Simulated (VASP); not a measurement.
# CdS in VASP: further runs, part 3 of 3

VASP 6.6.1.

## Step 4: Electric field gradients, PBE (atom 1 (Cd) moved by [0.017321, 0.017321, 0.017321] A)

Input file INCAR:

```
SYSTEM = CdS
PREC = Accurate ; ENCUT = 520
EDIFF = 1E-8 ; ISMEAR = -1
SIGMA = 0.03 ; LREAL = .False.
LASPH = .True. ; NELM = 100
ALGO = Normal ; ISIF = 2
LWAVE = .False. ; LCHARG = .False.
GGA = PE ; LEFG = .True.
NBANDS = 16
```

Input file KPOINTS:

```
Automatic mesh
0
Gamma
  9 9 9
  0 0 0
```

Input file POSCAR:

```
CdS
1.0
    0.0000000000      2.9100000000      2.9100000000
    2.9100000000      0.0000000000      2.9100000000
    2.9100000000      2.9100000000      0.0000000000
Cd S
1 1
Direct
    0.0029761168      0.0029761168      0.0029761168
    0.7500000000      0.7500000000      0.7500000000
```

Potentials or basis: VASP PAW PBE potentials, release 64 (Cd, S).

Command:

```
> cat potpaw_PBE.64/Cd/POTCAR potpaw_PBE.64/S/POTCAR > POTCAR
> mpirun -np 1 vasp_std > vasp.out
```

OUTCAR:

```text
SYSTEM = CdS
   PREC = Accurate
   ENCUT = 520
   EDIFF = 1E-8
   ISMEAR = -1
   LREAL = .False.
   LASPH = .True.
   NELM = 100
   ISIF = 2
   GGA = PE

 ion  position               nearest neighbor table
   1  0.003  0.003  0.003-   2 2.51   2 2.51   2 2.51   2 2.55
   2  0.750  0.750  0.750-   1 2.51   1 2.51   1 2.51   1 2.55

  LATTYP: Found a face centered cubic cell.
 ALAT       =     5.8200000000

  Lattice vectors:

 A1 = (   0.0000000000,   2.9100000000,   2.9100000000)
 A2 = (   2.9100000000,   0.0000000000,   2.9100000000)
 A3 = (   2.9100000000,   2.9100000000,   0.0000000000)

Analysis of symmetry for initial positions (statically):
=====================================================================
 Subroutine PRICEL returns:
 Original cell was already a primitive cell.

 Routine SETGRP: Setting up the symmetry group for a
 face centered cubic supercell.

 Subroutine GETGRP returns: Found  6 space group operations
 (whereof  6 operations were pure point group operations)
 out of a pool of 48 trial point group operations.

The static configuration has the point symmetry C_3v.

Analysis of symmetry for dynamics (positions and initial velocities):
=====================================================================
 Subroutine PRICEL returns:
 Original cell was already a primitive cell.

 Routine SETGRP: Setting up the symmetry group for a
 face centered cubic supercell.

 Subroutine GETGRP returns: Found  6 space group operations
 (whereof  6 operations were pure point group operations)
 out of a pool of 48 trial point group operations.

The dynamic configuration has the point symmetry C_3v.

 Subroutine INISYM returns: Found  6 space group operations
 (whereof  6 operations are pure point group operations),
 and found     1 'primitive' translations

----------------------------------------------------------------------------------------

                                     Primitive cell

  volume of cell :      49.2843

  direct lattice vectors                    reciprocal lattice vectors
     0.000000000  2.910000000  2.910000000    -0.171821306  0.171821306  0.171821306
     2.910000000  0.000000000  2.910000000     0.171821306 -0.171821306  0.171821306
     2.910000000  2.910000000  0.000000000     0.171821306  0.171821306 -0.171821306

  length of vectors
     4.115361467  4.115361467  4.115361467     0.297603232  0.297603232  0.297603232

  position of ions in fractional coordinates (direct lattice)
     0.002976117  0.002976117  0.002976117
     0.750000000  0.750000000  0.750000000

  ion indices of the primitive-cell ions
   primitive index   ion index
                 1           1
                 2           2

----------------------------------------------------------------------------------------

 KPOINTS: Automatic mesh

Automatic generation of k-mesh.
 Grid dimensions read from file:
[... 71 lines left out ...]
   ISIF   =      2    stress and relaxation
   ISYM   =      2    0-nonsym 1-usesym 2-fastsym
   POTIM  = 0.5000    time-step for ionic-motion
   TEBEG  =    0.0;   TEEND  =   0.0 temperature during run
   PSTRESS=    0.0 pullay stress
   NELECT =      18.0000    total number of electrons
   NUPDOWN=      -1.0000    fix difference up-down
   EMIN   =  10.00;   EMAX   =-10.00  energy-range for DOS
   EFERMI =   0.00;   METHOD = LEGACY
   ISMEAR =    -1;   SIGMA  =   0.03  broadening in eV -4-tet -1-fermi 0-gaus
   EFERMI_NEDOS =   21; number of points for ismear=-14 and -15
   IALGO  =     38    algorithm
   IMIX   =      4    mixing-type and parameters
     AMIX     =   0.40;   BMIX     =  1.00
     AMIX_MAG =   1.60;   BMIX_MAG =  1.00
  volume/ion in A,a.u.               =      24.64       166.29
  Fermi-wavevector in a.u.,A,eV,Ry     =   1.170207  2.211371 18.631605  1.369384
  Thomas-Fermi vector in A             =   2.306669
   LORBIT       =      0    0 simple, 1 ext, 2 COOP (PROOUT), +10 PAW based schemes
   GGA     = PE    functional components
   LHFCALC =     F    Hartree Fock is set to
   AEXX    =    0.0000 exact exchange contribution
   IVDW    =     0    specifies the selected vdW correction
   LEPSILON=     F    determine dielectric tensor
   LRPA    =     F    only Hartree local field effects (RPA)
 non-spin polarized calculation
  energy-cutoff  :      520.00
  volume of cell :       49.28
 maximum number of plane-waves:      1363
   NGX = 15   NGY = 15   NGZ = 15

 number of electron      18.0000000 magnetization

 Free energy of the ion-electron system (eV)
  ---------------------------------------------------
  ext. energy  EPLUGINS =         0.00000000
  ---------------------------------------------------
  free energy    TOTEN  =        -6.11199826 eV

  energy without entropy =       -6.11199826  energy(sigma->0) =       -6.11199826

 E-fermi :   1.9969     XC(G=0):  -9.1812

 val. band max:        1.3796146789   @ k =   0.0000   0.0000   0.0000
 cond. band min:       2.5374196880   @ k =   0.0000   0.0000   0.0000
 fundamental gap:      1.1578050091
 Fermi energy:         1.9969493114

 k-point     1 :       0.0000    0.0000    0.0000
  band No.  band energies     occupation
      1     -11.0407      2.00000
      2      -6.3944      2.00000
      3      -6.3944      2.00000
      4      -6.3564      2.00000
      5      -5.8925      2.00000
      6      -5.8925      2.00000
[... 433 lines left out ...]
      3      -6.2445      2.00000
      4      -5.8953      2.00000
      5      -5.8908      2.00000
      6      -5.7167      2.00000
[... 8 lines left out ...]
     15      13.0785      0.00000
     16      13.8761      0.00000

 [... further k-points ...]

------------------------ aborting loop because EDIFF is reached ----------------------------------------

  FORCE on cell =-STRESS in cart. coord.  units (eV):
  Direction    XX          YY          ZZ          XY          YZ          ZX
  --------------------------------------------------------------------------------------
  -------------------------------------------------------------------------------------
  Total        1.1355969      1.1355969      1.1355969     -0.1239224     -0.1239224     -0.1239224
  in kB       36.9169504     36.9169504     36.9169504     -4.0285764     -4.0285764     -4.0285764
  external PRESSURE =      36.9169504 kB  Pullay stress =       0.0000000 kB

 VOLUME and BASIS-vectors are now :
 -----------------------------------------------------------------------------
  energy-cutoff  :      520.00
  volume of cell :       49.28
      direct lattice vectors                 reciprocal lattice vectors
     0.000000000  2.910000000  2.910000000    -0.171821306  0.171821306  0.171821306
     2.910000000  0.000000000  2.910000000     0.171821306 -0.171821306  0.171821306
     2.910000000  2.910000000  0.000000000     0.171821306  0.171821306 -0.171821306

 POSITION                                       TOTAL-FORCE (eV/Angst)
 -----------------------------------------------------------------------------------
      0.01732      0.01732      0.01732        -0.086889     -0.086889     -0.086889
      4.36500      4.36500      4.36500         0.086889      0.086889      0.086889
 -----------------------------------------------------------------------------------
    total drift:                                0.000014      0.000014      0.000014

  FREE ENERGIE OF THE ION-ELECTRON SYSTEM (eV)
  ---------------------------------------------------
  free  energy   TOTEN  =        -6.1119982558 eV

  energy  without entropy=       -6.1119982558  energy(sigma->0) =       -6.11199826

 Electric field gradients (V/A^2)
---------------------------------------------------------------------
 ion       V_xx      V_yy      V_zz      V_xy      V_xz      V_yz
---------------------------------------------------------------------
   1      -0.000    -0.000    -0.000     8.102     8.102     8.102
   2       0.000     0.000     0.000    -1.847    -1.847    -1.847
---------------------------------------------------------------------

 Electric field gradients after diagonalization (V/A^2)
 (convention: |V_zz| > |V_xx| > |V_yy|)
----------------------------------------------------------------------
 ion       V_xx      V_yy      V_zz     asymmetry (V_yy - V_xx)/ V_zz
----------------------------------------------------------------------
   1      -8.102    -8.102    16.204       0.000
   2       1.847     1.847    -3.694       0.000
----------------------------------------------------------------------

           NMR quadrupolar parameters

 Cq : quadrupolar parameter    Cq=e*Q*V_zz/h
 eta: asymmetry parameters     (V_yy - V_xx)/ V_zz
 Q  : nuclear electric quadrupole moment in mb (millibarn)
----------------------------------------------------------------------
 ion       Cq(MHz)       eta       Q (mb)
----------------------------------------------------------------------
   1       0.039       0.000       1.000
   2      -0.009       0.000       1.000
----------------------------------------------------------------------
```

OSZICAR:

```text
N       E                     dE             d eps       ncg     rms          rms(c)
DAV:   1     0.110460240638E+03    0.11046E+03   -0.90606E+03  2768   0.103E+03
DAV:   2    -0.235387442092E+01   -0.11281E+03   -0.10646E+03  3248   0.256E+02
DAV:   3    -0.662918879733E+01   -0.42753E+01   -0.42675E+01  3368   0.518E+01
DAV:   4    -0.665529463879E+01   -0.26106E-01   -0.26103E-01  3504   0.399E+00
DAV:   5    -0.665563767553E+01   -0.34304E-03   -0.34304E-03  3248   0.431E-01    0.825E+00
DAV:   6    -0.613125219136E+01    0.52439E+00   -0.83247E-01  4264   0.116E+01    0.660E+00
DAV:   7    -0.611158078442E+01    0.19671E-01   -0.20031E-01  3536   0.307E+00    0.319E+00
DAV:   8    -0.611189105676E+01   -0.31027E-03   -0.18550E-02  3360   0.174E+00    0.315E-01
DAV:   9    -0.611180553158E+01    0.85525E-04   -0.21225E-03  3256   0.691E-01    0.585E-02
DAV:  10    -0.611192423212E+01   -0.11870E-03   -0.24257E-04  3456   0.161E-01    0.652E-02
DAV:  11    -0.611200498061E+01   -0.80748E-04   -0.12644E-04  3344   0.908E-02    0.212E-02
DAV:  12    -0.611199733985E+01    0.76408E-05   -0.25375E-05  3672   0.665E-02    0.102E-02
DAV:  13    -0.611199863401E+01   -0.12942E-05   -0.44428E-06  3216   0.128E-02    0.131E-02
DAV:  14    -0.611199829829E+01    0.33572E-06   -0.38920E-07  3584   0.357E-03    0.508E-03
DAV:  15    -0.611199828803E+01    0.10256E-07   -0.30499E-08  3344   0.113E-03    0.180E-03
DAV:  16    -0.611199825754E+01    0.30492E-07   -0.89484E-09  2912   0.606E-04    0.226E-04
DAV:  17    -0.611199825579E+01    0.17512E-08   -0.15599E-09  1640   0.309E-04
   1 F= -.61119983E+01 E0= -.61119983E+01  d E =-.296094E-10
```

stdout:

```text
POSCAR found type information on POSCAR CdS
 POSCAR found :  2 types and       2 ions
 scaLAPACK will be used
 LDA part: xc-table for (Slater+PW92), standard interpolation
 POSCAR, INCAR and KPOINTS ok, starting setup
 FFT: planning ... GRIDC
 FFT: planning ... GRID_SOFT
 FFT: planning ... GRID
 WAVECAR not read
 entering main loop
ion   1

ion   2
```

Run time: 82 s. Hardware: 1 thread of Intel Xeon 6975P-C, shared host; peak memory 0.22 GiB.

What came out:

- Free energy: -6.1120 eV
- Pressure: 3.7 GPa
- Largest force: 0.150 eV/Å
- Band gap on the k mesh: 1.16 eV, direct

Forces on the atoms (eV/Å):
```
Cd  -0.087 -0.087 -0.087
S    0.087  0.087  0.087
```

Electric field gradients, principal values (V/Å²):
```
atom   least  middle  greatest (by size)
1 Cd  -8.102  -8.102              16.204
 2 S   1.847   1.847              -3.694
```

Caveat: the cell differs from its parent crystal (atom 1 (Cd) moved by [0.017321, 0.017321, 0.017321] A); without QUAD_EFG the Cq values of the log hold for a quadrupole moment of 1 mb, not for the nuclei.

## Step 5: Summary

| cell | gap on the mesh (eV) | pressure (GPa) |
| --- | --- | --- |
| a = 4.085, b = 4.085, c = 4.054 Å, angles 60.3, 60.3, 59.5°, 2 atoms | 1.21 | 5.9 |
| a = 4.137, b = 4.137, c = 4.075 Å, angles 60.5, 60.5, 59.0°, 2 atoms | 1.13 | 3.6 |
| a = 4.115 Å, angles 60.0°, 2 atoms | 1.16 | 3.7 |

Alike in all rows: task electric field gradients; level PBE; potentials or basis VASP PAW PBE potentials, release 64 (Cd, S); no spin polarisation; k mesh 9 × 9 × 9; cutoff (eV) 520; smearing fermi-dirac 0.03 eV.

Total energies depend on the potentials used, so only differences within one code and one set of settings carry meaning.
